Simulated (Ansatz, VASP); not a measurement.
MgCd2SO2: VASP beside Ansatz

```
Mg Cd S O
1.0
     4.27784    0.00000    0.00000
     0.00000    4.27784    0.00000
     0.00000    0.00000    5.43631
Mg Cd S O
1 2 1 2
Direct
  0.00000 0.00000 0.50000
  0.50000 0.50000 0.74618
  0.50000 0.50000 0.25382
  0.00000 0.00000 0.00000
  0.50000 0.00000 0.00000
  0.00000 0.50000 0.00000
```

Change from the starting cell: species swapped into the PrSi2Mo2C type (P4/mmm, No. 123).

Alike in both runs: functional PBE; k mesh 4 × 4 × 4; occupations gaussian, width 0.1 eV; no spin polarisation.

Ansatz relaxed the structure, and its values are those at the end. VASP's run is a single point on that final structure, the one shown.

|  | VASP | Ansatz |
| --- | --- | --- |
| version | VASP 6.6.1 | Ansatz 0.2.0 |
| potentials or method | VASP PAW PBE potentials, release 64 (Mg, Cd, S, O), cutoff 520 eV | scalar-relativistic, plane waves, PAW |
| valence electrons in the cell | 44 | 68 |

Ansatz gave:

| Property | Result |
| --- | --- |
| gap on the k mesh at the Fermi level (eV) | none |
| pressure (GPa) | 0.1 |
| rms of the force components (eV/Å) | 0.003 |

**Question.** Estimate VASP's values.

**Answer.** gap on the k mesh at the Fermi level (eV): none; pressure (GPa): 0.3; rms of the force components (eV/Å): 0.010.

A gap of «none» marks a metal or a gap that the smearing closes. VASP's potentials hold 44 valence electrons a cell and Ansatz's 68, so a difference there can come from the potentials and not from the codes.

The k mesh is coarse, so the values compare programs but aren't converged.
